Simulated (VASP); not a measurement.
# YbSe2 (Fm-3m) in VASP: further runs

YbSe2 is run at these levels: PBE, LDA; tasks: single point.

Program: VASP 6.6.1. These are calculated values, not measurements. Logs are shortened: lines on timing, memory, paths and dates and some standing lists are left out, and cuts for length are marked.

## (1) The cell of the first run

The structure is cubic, space group Fm-3m (No. 225). The conventional cell has a = 6.817 Å, b = 6.817 Å, c = 6.817 Å, α = 90.00°, β = 90.00°, γ = 90.00°. Within 3.9 Å of Yb (site symmetry m-3m) lie 8 Se at 2.95 Å. Within 3.9 Å of Se (site symmetry -43m) lie 4 Yb at 2.95 Å and 6 Se at 3.41 Å.

## (2) Single point, PBE, collinear spin, ferromagnetic start

INCAR

```
SYSTEM = YbSe2
ALGO = Normal ; EDIFF = 1E-7
ENCUT = 520 ; GGA = PE
ISIF = 2 ; ISMEAR = 0
ISPIN = 2 ; LASPH = .TRUE.
LCHARG = .FALSE. ; LMAXMIX = 6
LORBIT = 11 ; LREAL = .FALSE.
LWAVE = .FALSE. ; MAGMOM = 1 0 0
NBANDS = 29 ; NELM = 150
PREC = Accurate ; SIGMA = 0.05
```

KPOINTS

```
k-points
0
G
  10 10 10
  0 0 0
```

POSCAR

```
YbSe2
1.0
    0.0000000000      3.4085997213      3.4085997213
    3.4085997213      0.0000000000      3.4085997213
    3.4085997213      3.4085997213      0.0000000000
Yb Se
1 2
Direct
    0.0000000000      0.0000000000      0.0000000000
    0.2500000000      0.2500000000      0.2500000000
    0.7500000000      0.7500000000      0.7500000000
```

Potentials or basis: VASP PAW PBE potentials, release 64 (Yb, Se).

On the command line:

```sh
cat potpaw_PBE.64/Yb/POTCAR potpaw_PBE.64/Se/POTCAR > POTCAR
mpirun -np 1 vasp_std > vasp.out
```

OUTCAR:

```text
SYSTEM = YbSe2
   EDIFF = 1E-7
   ENCUT = 520
   GGA = PE
   ISIF = 2
   ISMEAR = 0
   ISPIN = 2
   LASPH = .TRUE.
   LORBIT = 11
   LREAL = .FALSE.
   NELM = 150
   PREC = Accurate

 ion  position               nearest neighbor table
   1  0.000  0.000  0.000-   3 2.95   3 2.95   3 2.95   2 2.95   3 2.95   2 2.95   2 2.95   2 2.95

   2  0.250  0.250  0.250-   1 2.95   1 2.95   1 2.95   1 2.95
   3  0.750  0.750  0.750-   1 2.95   1 2.95   1 2.95   1 2.95

  LATTYP: Found a face centered cubic cell.
 ALAT       =     6.8171994426

  Lattice vectors:

 A1 = (   0.0000000000,   3.4085997213,   3.4085997213)
 A2 = (   3.4085997213,   0.0000000000,   3.4085997213)
 A3 = (   3.4085997213,   3.4085997213,   0.0000000000)

Analysis of symmetry for initial positions (statically):
=====================================================================
 Subroutine PRICEL returns:
 Original cell was already a primitive cell.

 Routine SETGRP: Setting up the symmetry group for a
 face centered cubic supercell.

 Subroutine GETGRP returns: Found 48 space group operations
 (whereof 48 operations were pure point group operations)
 out of a pool of 48 trial point group operations.

The static configuration has the point symmetry O_h .

Analysis of symmetry for dynamics (positions and initial velocities):
=====================================================================
 Subroutine PRICEL returns:
 Original cell was already a primitive cell.

 Routine SETGRP: Setting up the symmetry group for a
 face centered cubic supercell.

 Subroutine GETGRP returns: Found 48 space group operations
 (whereof 48 operations were pure point group operations)
 out of a pool of 48 trial point group operations.

The dynamic configuration has the point symmetry O_h .

Analysis of structural, dynamic, and magnetic symmetry:
=====================================================================
 Subroutine PRICEL returns:
 Original cell was already a primitive cell.

 Routine SETGRP: Setting up the symmetry group for a
 face centered cubic supercell.

 Subroutine GETGRP returns: Found 48 space group operations
 (whereof 48 operations were pure point group operations)
 out of a pool of 48 trial point group operations.

The overall configuration has the point symmetry O_h .

 Subroutine INISYM returns: Found 48 space group operations
 (whereof 48 operations are pure point group operations),
 and found     1 'primitive' translations

----------------------------------------------------------------------------------------

                                     Primitive cell

  volume of cell :      79.2060

  direct lattice vectors                    reciprocal lattice vectors
     0.000000000  3.408599721  3.408599721    -0.146687802  0.146687802  0.146687802
     3.408599721  0.000000000  3.408599721     0.146687802 -0.146687802  0.146687802
     3.408599721  3.408599721  0.000000000     0.146687802  0.146687802 -0.146687802

  length of vectors
     4.820487955  4.820487955  4.820487955     0.254070725  0.254070725  0.254070725

  position of ions in fractional coordinates (direct lattice)
     0.000000000  0.000000000  0.000000000
     0.250000000  0.250000000  0.250000000
     0.750000000  0.750000000  0.750000000

  ion indices of the primitive-cell ions
   primitive index   ion index
                 1           1
                 2           2
                 3           3

----------------------------------------------------------------------------------------

 KPOINTS: k-points

Automatic generation of k-mesh.
 Grid dimensions read from file:
 generate k-points for:   10   10   10

 Generating k-lattice:

  Cartesian coordinates                     Fractional coordinates (reciprocal lattice)
    -0.014668780  0.014668780  0.014668780     0.100000000  0.000000000  0.000000000
     0.014668780 -0.014668780  0.014668780     0.000000000  0.100000000  0.000000000
     0.014668780  0.014668780 -0.014668780     0.000000000  0.000000000  0.100000000

  Length of vectors
     0.025407073  0.025407073  0.025407073

  Shift w.r.t. Gamma in fractional coordinates (k-lattice)
     0.000000000  0.000000000  0.000000000

 Subroutine IBZKPT returns following result:
 ===========================================

 Found     47 irreducible k-points:

 Following reciprocal coordinates:
            Coordinates               Weight
  0.000000  0.000000  0.000000      1.000000
  0.100000  0.000000  0.000000      8.000000
  0.200000  0.000000  0.000000      8.000000
  0.300000  0.000000  0.000000      8.000000
  0.400000  0.000000  0.000000      8.000000
  0.500000  0.000000  0.000000      4.000000
[... 16 lines left out ...]
  0.300000  0.300000  0.000000      6.000000
  0.400000  0.300000  0.000000     24.000000
 [... further k-points ...]
   k-points           NKPTS =     47   k-points in BZ     NKDIM =     47   number of bands    NBANDS=     29
   number of dos      NEDOS =    301   number of ions     NIONS =      3
   total plane-waves  NPLWV =  46656
   dimension x,y,z NGX =    36 NGY =   36 NGZ =   36
   dimension x,y,z NGXF=    72 NGYF=   72 NGZF=   72
   ions per type =               1   2
   NGX,Y,Z   is equivalent  to a cutoff of  12.42, 12.42, 12.42 a.u.
   NGXF,Y,Z  is equivalent  to a cutoff of  24.83, 24.83, 24.83 a.u.
 SYSTEM =  YbSe2
   PREC   = accura    normal or accurate (medium, high low for compatibility)
   ISTART =      0    job   : 0-new  1-cont  2-samecut
   ICHARG =      2    charge: 1-file 2-atom 10-const
   ISPIN  =      2    spin polarized calculation?
   LNONCOLLINEAR =      F non collinear calculations
   LSORBIT =      F    spin-orbit coupling
   LASPH  =      T    aspherical Exc in radial PAW
   ENCUT  =  520.0 eV  38.22 Ry    6.18 a.u.   8.96  8.96  8.96*2*pi/ulx,y,z
   NELM   =    150;   NELMIN=  2; NELMDL= -5     # of ELM steps
   EDIFF  = 0.1E-06   stopping-criterion for ELM
   LREAL  =      F    real-space projection
   EDIFFG = 0.1E-05   stopping-criterion for IOM
   NSW    =      0    number of steps for IOM
   IBRION =     -1    ionic relax: 0-MD 1-quasi-New 2-CG
   NFREE  =      0    steps in history (QN), initial steepest desc. (CG)
   ISIF   =      2    stress and relaxation
   ISYM   =      2    0-nonsym 1-usesym 2-fastsym
   POTIM  = 0.5000    time-step for ionic-motion
   TEBEG  =    0.0;   TEEND  =   0.0 temperature during run
   PSTRESS=    0.0 pullay stress
   NELECT =      36.0000    total number of electrons
   NUPDOWN=      -1.0000    fix difference up-down
   EMIN   =  10.00;   EMAX   =-10.00  energy-range for DOS
   EFERMI =   0.00;   METHOD = LEGACY
   ISMEAR =     0;   SIGMA  =   0.05  broadening in eV -4-tet -1-fermi 0-gaus
   EFERMI_NEDOS =   21; number of points for ismear=-14 and -15
   IALGO  =     38    algorithm
   IMIX   =      4    mixing-type and parameters
     AMIX     =   0.40;   BMIX     =  1.00
     AMIX_MAG =   1.60;   BMIX_MAG =  1.00
  volume/ion in A,a.u.               =      26.40       178.17
  Fermi-wavevector in a.u.,A,eV,Ry     =   1.258702  2.378602 21.556135  1.584331
  Thomas-Fermi vector in A             =   2.392299
   LORBIT       =     11    0 simple, 1 ext, 2 COOP (PROOUT), +10 PAW based schemes
   GGA     = PE    functional components
   LHFCALC =     F    Hartree Fock is set to
   AEXX    =    0.0000 exact exchange contribution
   IVDW    =     0    specifies the selected vdW correction
   LEPSILON=     F    determine dielectric tensor
   LRPA    =     F    only Hartree local field effects (RPA)
 spin polarized calculation
 Gauss-broadening in eV      SIGMA  =   0.05
  energy-cutoff  :      520.00
  volume of cell :       79.21
 maximum number of plane-waves:      2162
   NGX = 17   NGY = 17   NGZ = 17

 number of electron      35.9999995 magnetization       0.0042500

 number of electron      35.9999995 magnetization      -0.0100189

 Free energy of the ion-electron system (eV)
  ---------------------------------------------------
  ext. energy  EPLUGINS =         0.00000000
  ---------------------------------------------------
  free energy    TOTEN  =       -13.82424484 eV

  energy without entropy =      -13.81603184  energy(sigma->0) =      -13.82013834

 E-fermi :   2.1703     XC(G=0):  -9.5706

 val. band max:        2.1649993899   @ k =   0.4000   0.3000   0.0000
 cond. band min:       2.1714665947   @ k =  -0.4000   0.4000   0.2000
 fundamental gap:      0.0064672048
 Fermi energy:         2.1703345936

 spin component 1

 k-point     1 :       0.0000    0.0000    0.0000
  band No.  band energies     occupation
      1     -49.0765      1.00000
      2     -21.2892      1.00000
      3     -21.2892      1.00000
      4     -21.2892      1.00000
      5     -10.9324      1.00000
      6      -8.7163      1.00000
[... 757 lines left out ...]
     28      12.6280      0.00000
     29      13.2918      0.00000

 [... further k-points ...]

 spin component 2

 k-point     1 :       0.0000    0.0000    0.0000
  band No.  band energies     occupation
      1     -49.0791      1.00000
      2     -21.2910      1.00000
      3     -21.2910      1.00000
      4     -21.2910      1.00000
      5     -10.9338      1.00000
      6      -8.7178      1.00000
[... 757 lines left out ...]
     28      12.6273      0.00000
     29      13.2931      0.00000

 [... further k-points ...]

------------------------ aborting loop because EDIFF is reached ----------------------------------------

  FORCE on cell =-STRESS in cart. coord.  units (eV):
  Direction    XX          YY          ZZ          XY          YZ          ZX
  --------------------------------------------------------------------------------------
  -------------------------------------------------------------------------------------
  Total       -0.0282798     -0.0282798     -0.0282798     -0.0000000      0.0000000     -0.0000000
  in kB       -0.5720435     -0.5720435     -0.5720435     -0.0000000      0.0000000     -0.0000000
  external PRESSURE =      -0.5720435 kB  Pullay stress =       0.0000000 kB

 VOLUME and BASIS-vectors are now :
 -----------------------------------------------------------------------------
  energy-cutoff  :      520.00
  volume of cell :       79.21
      direct lattice vectors                 reciprocal lattice vectors
     0.000000000  3.408599721  3.408599721    -0.146687802  0.146687802  0.146687802
     3.408599721  0.000000000  3.408599721     0.146687802 -0.146687802  0.146687802
     3.408599721  3.408599721  0.000000000     0.146687802  0.146687802 -0.146687802

 POSITION                                       TOTAL-FORCE (eV/Angst)
 -----------------------------------------------------------------------------------
      0.00000      0.00000      0.00000         0.000000     -0.000000     -0.000000
      1.70430      1.70430      1.70430        -0.000000      0.000000     -0.000000
      5.11290      5.11290      5.11290         0.000000      0.000000      0.000000
 -----------------------------------------------------------------------------------
    total drift:                               -0.000000      0.000000      0.000000

  FREE ENERGIE OF THE ION-ELECTRON SYSTEM (eV)
  ---------------------------------------------------
  free  energy   TOTEN  =       -13.8242448376 eV

  energy  without entropy=      -13.8160318412  energy(sigma->0) =      -13.82013834

 total charge

# of ion       s       p       d       f       tot
--------------------------------------------------
    1        2.127   6.025   0.411  13.456  22.020
    2        1.474   2.314   0.019   0.000   3.807
    3        1.474   2.314   0.019   0.000   3.807
--------------------------------------------------
tot          5.075  10.653   0.449  13.456  29.633

 magnetization (x)

# of ion       s       p       d       f       tot
--------------------------------------------------
    1        0.000   0.000  -0.000  -0.006  -0.006
    2       -0.000  -0.001  -0.000   0.000  -0.001
    3       -0.000  -0.001  -0.000   0.000  -0.001
--------------------------------------------------
tot         -0.000  -0.002  -0.000  -0.006  -0.008
```

It took 8.3 min on 1 thread of AMD EPYC 9R45 (Zen 5), shared host; peak memory 0.34 GiB.

Results:

| Property | Result |
| --- | --- |
| Free energy | -13.8242 eV |
| Pressure | -0.1 GPa |
| Band gap on the k mesh | zero (filled and empty bands overlap) |
| Net moment | -0.01 μB per cell |
| Valence electrons inside the program's atomic spheres | Yb 22.02; Se 3.81 |

Levels at points of the mesh, in eV from the Fermi level:
Spin up:
| k point | band 16 | band 17 | band 18 | band 19 | band 20 | band 21 |
| --- | --- | --- | --- | --- | --- | --- |
| (0.00, 0.00, 0.00) | -0.40 | 0.44 | 0.44 | 0.44 | 3.38 | 3.38 |
| (0.50, 0.00, 0.00) | -0.41 | -0.28 | -0.26 | -0.26 | 4.12 | 4.12 |
| (0.50, 0.50, 0.00) | -0.36 | -0.08 | -0.08 | 1.34 | 2.40 | 4.95 |
Spin down:
```
           k point  band 15  band 16  band 17  band 18  band 19  band 20  band 21  band 22
(0.00, 0.00, 0.00)    -0.42    -0.41     0.44     0.44     0.44     3.38     3.38     4.21
(0.50, 0.00, 0.00)    -0.41    -0.41    -0.29    -0.26    -0.26     4.12     4.12     5.47
(0.50, 0.50, 0.00)    -0.37    -0.37    -0.08    -0.08     1.34     2.40     4.95     5.38
```

Caveat: spin-orbit coupling is left out, which moves the levels of the heavy elements.

(Part 1 of 2 ends here.)
